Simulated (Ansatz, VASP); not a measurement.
# Two plane-wave programs on In2O3

The input INCAR:

```
SYSTEM = In2O3
ALGO     = Normal         ! electronic algorithm
EDIFF    = 1E-6           ! SCF threshold, eV
ENCUT    = 520            ! plane-wave cutoff, eV
GGA      = CA             ! functional
ISIF     = 2              ! what is computed and relaxed
ISMEAR   = 0              ! smearing method
LASPH    = .TRUE.         ! aspherical terms in the spheres
LCHARG   = .FALSE.        ! write CHGCAR
LREAL    = Auto         
LWAVE    = .FALSE.        ! write WAVECAR
NBANDS   = 202            ! bands
NELM     = 60             ! most SCF steps
PREC     = Accurate       ! precision mode
SIGMA    = 0.01           ! smearing width, eV
```

The input KPOINTS:

```
k-points
0
G
  3 3 3
  0 0 0
```

POSCAR

```
In2O3
1.0
   -5.0585000000      5.0585000000      5.0585000000
    5.0585000000     -5.0585000000      5.0585000000
    5.0585000000      5.0585000000     -5.0585000000
In O
16 24
Direct
    0.5000000000      0.5000000000      0.5000000000
    0.5000000000      0.0000000000      0.0000000000
    0.0000000000      0.5000000000      0.0000000000
    0.0000000000      0.0000000000      0.5000000000
    0.2500000000      0.7163000000      0.4663000000
    0.7500000000      0.7837000000      0.0337000000
    0.4663000000      0.2500000000      0.7163000000
    0.0337000000      0.7500000000      0.7837000000
    0.7163000000      0.4663000000      0.2500000000
    0.7837000000      0.0337000000      0.7500000000
    0.7500000000      0.2837000000      0.5337000000
    0.2500000000      0.2163000000      0.9663000000
    0.5337000000      0.7500000000      0.2837000000
    0.9663000000      0.2500000000      0.2163000000
    0.2837000000      0.5337000000      0.7500000000
    0.2163000000      0.9663000000      0.2500000000
    0.5354000000      0.7708000000      0.5470000000
    0.7238000000      0.9884000000      0.9530000000
    0.9646000000      0.5116000000      0.2354000000
    0.7762000000      0.7292000000      0.2646000000
    0.5470000000      0.5354000000      0.7708000000
    0.9530000000      0.7238000000      0.9884000000
    0.2354000000      0.9646000000      0.5116000000
    0.2646000000      0.7762000000      0.7292000000
    0.7708000000      0.5470000000      0.5354000000
    0.9884000000      0.9530000000      0.7238000000
    0.5116000000      0.2354000000      0.9646000000
    0.7292000000      0.2646000000      0.7762000000
    0.4646000000      0.2292000000      0.4530000000
    0.2762000000      0.0116000000      0.0470000000
    0.0354000000      0.4884000000      0.7646000000
    0.2238000000      0.2708000000      0.7354000000
    0.4530000000      0.4646000000      0.2292000000
    0.0470000000      0.2762000000      0.0116000000
    0.7646000000      0.0354000000      0.4884000000
    0.7354000000      0.2238000000      0.2708000000
    0.2292000000      0.4530000000      0.4646000000
    0.0116000000      0.0470000000      0.2762000000
    0.4884000000      0.7646000000      0.0354000000
    0.2708000000      0.7354000000      0.2238000000
```

Input for Ansatz:

```yaml
crystal:
  lattice:
    - [-5.0585, 5.0585, 5.0585]
    - [5.0585, -5.0585, 5.0585]
    - [5.0585, 5.0585, -5.0585]
  atoms:
    - { symbol: In, position: [0.5, 0.5, 0.5] }
    - { symbol: In, position: [0.5, 0.0, 0.0] }
    - { symbol: In, position: [0.0, 0.5, 0.0] }
    - { symbol: In, position: [0.0, 0.0, 0.5] }
    - { symbol: In, position: [0.25, 0.7163, 0.4663] }
    - { symbol: In, position: [0.75, 0.7837, 0.0337] }
    - { symbol: In, position: [0.4663, 0.25, 0.7163] }
    - { symbol: In, position: [0.0337, 0.75, 0.7837] }
    - { symbol: In, position: [0.7163, 0.4663, 0.25] }
    - { symbol: In, position: [0.7837, 0.0337, 0.75] }
    - { symbol: In, position: [0.75, 0.2837, 0.5337] }
    - { symbol: In, position: [0.25, 0.2163, 0.9663] }
    - { symbol: In, position: [0.5337, 0.75, 0.2837] }
    - { symbol: In, position: [0.9663, 0.25, 0.2163] }
    - { symbol: In, position: [0.2837, 0.5337, 0.75] }
    - { symbol: In, position: [0.2163, 0.9663, 0.25] }
    - { symbol: O, position: [0.5354, 0.7708, 0.547] }
    - { symbol: O, position: [0.7238, 0.9884, 0.953] }
    - { symbol: O, position: [0.9646, 0.5116, 0.2354] }
    - { symbol: O, position: [0.7762, 0.7292, 0.2646] }
    - { symbol: O, position: [0.547, 0.5354, 0.7708] }
    - { symbol: O, position: [0.953, 0.7238, 0.9884] }
    - { symbol: O, position: [0.2354, 0.9646, 0.5116] }
    - { symbol: O, position: [0.2646, 0.7762, 0.7292] }
    - { symbol: O, position: [0.7708, 0.547, 0.5354] }
    - { symbol: O, position: [0.9884, 0.953, 0.7238] }
    - { symbol: O, position: [0.5116, 0.2354, 0.9646] }
    - { symbol: O, position: [0.7292, 0.2646, 0.7762] }
    - { symbol: O, position: [0.4646, 0.2292, 0.453] }
    - { symbol: O, position: [0.2762, 0.0116, 0.047] }
    - { symbol: O, position: [0.0354, 0.4884, 0.7646] }
    - { symbol: O, position: [0.2238, 0.2708, 0.7354] }
    - { symbol: O, position: [0.453, 0.4646, 0.2292] }
    - { symbol: O, position: [0.047, 0.2762, 0.0116] }
    - { symbol: O, position: [0.7646, 0.0354, 0.4884] }
    - { symbol: O, position: [0.7354, 0.2238, 0.2708] }
    - { symbol: O, position: [0.2292, 0.453, 0.4646] }
    - { symbol: O, position: [0.0116, 0.047, 0.2762] }
    - { symbol: O, position: [0.4884, 0.7646, 0.0354] }
    - { symbol: O, position: [0.2708, 0.7354, 0.2238] }
scf:
  occupations: { method: fixed }
output:
  eigenstates:
    kpoints:
      - [0, 0, 0]
      - [0.02, 0.02, 0.02]
      - [0.04, 0.04, 0.04]
      - [0.06, 0.06, 0.06]
      - [0.08, 0.08, 0.08]
      - [0.1, 0.1, 0.1]
      - [0.12, 0.12, 0.12]
      - [0.15, 0.15, 0.15]
      - [0.2, 0.2, 0.2]
      - [0.25, 0.25, 0.25]
      - [0.3, 0.3, 0.3]
      - [0.4, 0.4, 0.4]
      - [0.5, 0.5, 0.5]
      - [-0.02, 0.02, 0.02]
      - [-0.04, 0.04, 0.04]
      - [-0.06, 0.06, 0.06]
      - [-0.08, 0.08, 0.08]
      - [-0.1, 0.1, 0.1]
      - [-0.12, 0.12, 0.12]
      - [-0.15, 0.15, 0.15]
      - [-0.2, 0.2, 0.2]
      - [-0.25, 0.25, 0.25]
      - [-0.3, 0.3, 0.3]
      - [-0.4, 0.4, 0.4]
      - [-0.5, 0.5, 0.5]
    top_band: c2
hamiltonian:
  xc: lda
kpoints:
  mp_grid: { grid: [3, 3, 3] }
```

Alike in both runs: task single point; functional LDA; k mesh 3 × 3 × 3; no spin polarisation.

|  | VASP | Ansatz |
| --- | --- | --- |
| version | VASP 6.6.1 | Ansatz 0.2.0 |
| potentials or method | VASP PAW LDA potentials, release 64 (In_d, O) | scalar-relativistic, plane waves, PAW |
| plane-wave cutoff (eV) | 520 | 420 |
| occupations | gaussian, width 0.01 eV | fixed |
| valence electrons in the cell | 352 | 352 |

```tsv
	VASP	Ansatz	Ansatz less VASP
gap on the k mesh at the Fermi level (eV)	1.09	1.07	-0.018
least direct gap on the mesh (eV)	1.09	1.07	-0.018
```

LDA's correlation is that of Perdew and Zunger in VASP and of Perdew and Wang (1992) in Ansatz.
